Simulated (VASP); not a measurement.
# MoS2 in VASP: further runs, part 2 of 2

VASP 6.6.1. The steps go on from the part before.

## (5) Relaxation of cell and atoms, revPBE+D3(BJ)

This run uses another cell than the first one, of 31.72 Å³/atom, 0.943 times its volume.

Contents of INCAR:

```
SYSTEM = MoS2
  ALGO = Normal
  EDIFF = 1E-6
  EDIFFG = -0.01
  ENCUT = 600
  GGA = RE
  IBRION = 2
  ISIF = 3
  ISMEAR = -1
  IVDW = 12
  LASPH = .TRUE.
  LCHARG = .FALSE.
  LREAL = .FALSE.
  LWAVE = .FALSE.
  NELM = 100
  NSW = 60
  PREC = Accurate
  SIGMA = 0.05
```

Contents of KPOINTS:

```
k-points
0
G
  10 10 2
  0 0 0
```

Contents of POSCAR:

```
MoS2
1.0
    3.1845414560      0.0000000000      0.0000000000
   -1.5922707280      2.7578938003      0.0000000000
    0.0000000000      0.0000000000     21.6705347200
Mo S
2 4
Direct
    0.3333333333      0.6666666667      0.8511602300
    0.6666666667      0.3333333333      0.1488397700
    0.6666666667      0.3333333333      0.7796253900
    0.3333333333      0.6666666667      0.0772510000
    0.6666666667      0.3333333333      0.9227490000
    0.3333333333      0.6666666667      0.2203746100
```

Potentials or basis: VASP PAW PBE potentials, release 64 (Mo_sv, S).

On the command line:

```console
cat potpaw_PBE.64/Mo_sv/POTCAR potpaw_PBE.64/S/POTCAR > POTCAR
mpirun -np 1 vasp_std > vasp.out
```

It took 62 min on 1 thread of Intel Xeon Platinum 8259CL at 2.50GHz (Skylake/Cascade Lake), shared host; peak memory 0.53 GiB.

The run converged. Its results:

| Item | Value |
| --- | --- |
| Free energy | -45.9817 eV |
| Relaxed cell | a = 3.133 Å, b = 3.133 Å, c = 20.086 Å, α = 90.00°, β = 90.00°, γ = 120.00° |
| Space group after relaxing (to 0.05 Å) | P-3m1 (No. 164) |
| Energy gained by relaxing | 24.2 meV/atom |
| Ionic steps | 22 |
| Largest force after relaxing | 0.008 eV/Å |
| Band gap on the k mesh | 1.12 eV, indirect (least direct gap 2.01 eV) |
| Dispersion energy per atom | -0.773 eV |

Forces in eV/Å, atoms in the order of the input:
```
Mo   0.000  0.000  0.000
Mo   0.000  0.000  0.000
S    0.000  0.000 -0.008
S    0.000  0.000  0.007
S    0.000  0.000 -0.007
S    0.000  0.000  0.008
```

The path:
```
step  energy change (eV)  largest force (eV/Å)  pressure (GPa)  volume (Å³)
   1              0.0000                0.2107           -1.67       190.32
   2             -0.0222                0.6916            1.97       181.35
   3             -0.0397                0.4930            0.44       184.85
   4             -0.0499                0.1634           -0.49       184.09
   5             -0.0535                0.1561           -0.19       184.35
   6             -0.0627                0.1460           -0.16       183.36
   7             -0.0891                0.1562           -0.06       180.38
   8             -0.1294                0.2858            0.30       174.43
   9             -0.0667                0.6231            2.00       162.58
  10             -0.1334                0.3789            0.84       171.96
  11             -0.1342                0.4424            1.08       169.68
  12             -0.1376                0.3658            0.87       169.52
  13             -0.1415                0.1748            0.33       169.08
  14             -0.1425                0.1425            0.29       169.28
  15             -0.1446                0.0683            0.18       169.87
  16             -0.1447                0.1502           -0.02       171.06
  17             -0.1453                0.0593            0.07       170.51
  18             -0.1454                0.0402            0.02       170.63
  19             -0.1454                0.0189           -0.05       170.77
  20             -0.1455                0.0142           -0.03       170.76
  21             -0.1455                0.0141           -0.02       170.75
  22             -0.1455                0.0083            0.00       170.72
```

Final structure:
```
Mo S
1.0
     3.13279    0.00000    0.00000
    -1.56639    2.71307    0.00000
     0.00000    0.00000   20.08559
Mo S
2 4
Direct
  0.33333 0.66667 0.85418
  0.66667 0.33333 0.14582
  0.66667 0.33333 0.77591
  0.33333 0.66667 0.06777
  0.66667 0.33333 0.93223
  0.33333 0.66667 0.22409
```

Levels at points of the mesh, in eV from the valence-band top:
```
           k point  band 22  band 23  band 24  band 25  band 26  band 27  band 28  band 29  band 30  band 31
(0.00, 0.00, 0.00)    -2.02    -2.02    -1.87    -0.95     0.00     2.22     2.22     2.26     2.26     2.41
(0.50, 0.00, 0.00)    -2.54    -1.61    -1.42    -1.36    -1.25     1.79     1.83     2.22     2.42     3.13
(0.00, 0.00, 0.50)    -2.02    -2.02    -1.87    -0.95     0.00     2.22     2.22     2.26     2.26     2.41
(0.50, 0.00, 0.50)    -2.54    -1.61    -1.42    -1.36    -1.25     1.79     1.83     2.22     2.42     3.13
```

Caveat: the PAW data sets were made with another functional, which shifts forces and pressure a little.

## (6) Single point, PBEsol

This run uses another cell than the first one, of 31.72 Å³/atom, 0.943 times its volume.

Contents of INCAR:

```
SYSTEM = MoS2
PREC = Accurate
ENCUT = 520
EDIFF = 1E-6
ISMEAR = -1
SIGMA = 0.03
LREAL = .FALSE.
LASPH = .TRUE.
NELM = 100
ALGO = Normal
ISIF = 2
LWAVE = .FALSE.
LCHARG = .FALSE.
GGA = PS
NBANDS = 35
```

Contents of KPOINTS:

```
Automatic mesh
0
G
  6 6 2
  0 0 0
```

POSCAR is that of step 5.

Potentials or basis: VASP PAW PBE potentials, release 64 (Mo_sv, S).

On the command line:

```console
cat potpaw_PBE.64/Mo_sv/POTCAR potpaw_PBE.64/S/POTCAR > POTCAR
mpirun -np 1 vasp_std > vasp.out
```

It took 1.8 min on 1 thread of AMD EPYC 7R43 (Zen 3), shared host; peak memory 0.28 GiB.

Results (log left out):

```yaml
Free_energy: -46.8381 eV
Largest_force: 0.126 eV/Å
Band_gap_on_the_k_mesh: 1.25 eV, indirect (least direct gap 1.64 eV)
```

Forces on the atoms (eV/Å):
```
Mo   0.000  0.000  0.006
Mo   0.000  0.000 -0.006
S    0.000  0.000  0.126
S    0.000  0.000  0.110
S    0.000  0.000 -0.110
S    0.000  0.000 -0.126
```

Levels at points of the mesh, in eV from the valence-band top:
```csv
k point,band 23,band 24,band 25,band 26,band 27,band 28,band 29,band 30
"(0.00, 0.00, 0.00)",-1.92,-1.71,-0.50,0.00,2.39,2.39,2.40,2.40
"(0.50, 0.00, 0.00)",-1.40,-1.35,-1.04,-1.01,1.86,1.87,2.34,2.43
"(0.00, 0.00, 0.50)",-1.92,-1.71,-0.50,0.00,2.39,2.39,2.40,2.40
"(0.50, 0.00, 0.50)",-1.40,-1.35,-1.04,-1.01,1.86,1.87,2.34,2.43
```

Caveat: the PAW data sets were made with another functional, which shifts forces and pressure a little.

## (7) The runs side by side

```tsv
task	level	potentials or basis	cell	k mesh	cutoff (eV)	smearing	gap on the mesh (eV)	relaxed volume (Å³/atom)	largest force (eV/Å)
single point	PBE exchange alone	VASP PAW PBE potentials, release 64 (Mo_sv, S)	a = 3.247, b = 3.247, c = 22.096 Å, angles 90.0, 90.0, 120.0°, 6 atoms	10 × 10 × 2	520	fermi-dirac 0.05 eV	1.30	-	0.60
single point	r2SCAN+D4	VASP PAW PBE potentials, release 64 (Mo_sv, S)	a = 3.174, b = 3.174, c = 21.371 Å, angles 90.0, 90.0, 120.0°, 6 atoms	10 × 10 × 2	520	fermi-dirac 0.05 eV	1.45	-	-
relaxation of cell and atoms	LDA	VASP PAW LDA potentials, release 64 (Mo_sv, S)	relaxed from a = 3.185, b = 3.185, c = 21.671 Å, angles 90.0, 90.0, 120.0°, 6 atoms	10 × 10 × 2	600	fermi-dirac 0.05 eV	1.24	28.90	-
relaxation of cell and atoms	revPBE+D3(BJ)	VASP PAW PBE potentials, release 64 (Mo_sv, S)	relaxed from a = 3.185, b = 3.185, c = 21.671 Å, angles 90.0, 90.0, 120.0°, 6 atoms	10 × 10 × 2	600	fermi-dirac 0.05 eV	1.12	28.45	0.01
single point	PBEsol	VASP PAW PBE potentials, release 64 (Mo_sv, S)	a = 3.185, b = 3.185, c = 21.671 Å, angles 90.0, 90.0, 120.0°, 6 atoms	6 × 6 × 2	520	fermi-dirac 0.03 eV	1.25	-	0.13
```

Alike in all rows: no spin polarisation.

Caveats: the PAW data sets were made with another functional, which shifts forces and pressure a little (some runs).

Total energies depend on the potentials used, so only differences within one code and one set of settings carry meaning.
